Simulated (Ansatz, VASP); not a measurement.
**Two plane-wave programs on Si7Ge**

```
Si Ge
1.0
     5.32270    0.00000    0.00000
     0.00000    5.32270    0.00000
     0.00000    0.00000    5.45918
Si Ge
7 1
Direct
  0.25260 0.25260 0.25260
  0.00000 0.50000 0.50000
  0.50000 0.50000 0.00000
  0.50000 0.00000 0.50000
  0.74740 0.25260 0.74740
  0.74740 0.74740 0.25260
  0.25260 0.74740 0.74740
  0.00000 0.00000 0.00000
```

Change from the starting cell: strain -0.025 along x and y, +0.000 along z, atoms carried along.

Alike in both runs: task single point; functional PBEsol; k mesh 6 × 6 × 6; occupations gaussian, width 0.03 eV; no spin polarisation.

|  | VASP | Ansatz |
| --- | --- | --- |
| version | VASP 6.6.1 | Ansatz 0.2.0 |
| potentials or method | VASP PAW PBE potentials, release 64 (Si, Ge_d), cutoff 520 eV | scalar-relativistic, plane waves, PAW |
| valence electrons in the cell | 42 | 42 |

VASP gave:

| Item | Value |
| --- | --- |
| gap on the k mesh at the Fermi level (eV) | 0.09 |
| least direct gap on the mesh (eV) | 0.09 |
| pressure (GPa) | 5.2 |
| traceless stress, the component that is largest in VASP (GPa) | -1.62 |
| rms of the force components (eV/Å) | 0.007 |

Question: What did Ansatz give for the same quantities?

Answer: gap on the k mesh at the Fermi level (eV): 0.10; least direct gap on the mesh (eV): 0.10; pressure (GPa): 5.1; traceless stress, the component that is largest in VASP (GPa): -1.62; rms of the force components (eV/Å): 0.005.

VASP's potentials were made for PBE, not for PBEsol. Atom by atom the forces differ by 0.004 eV/Å (rms over components). The functional is the same, so the differences come from potentials, cutoffs and numerics.
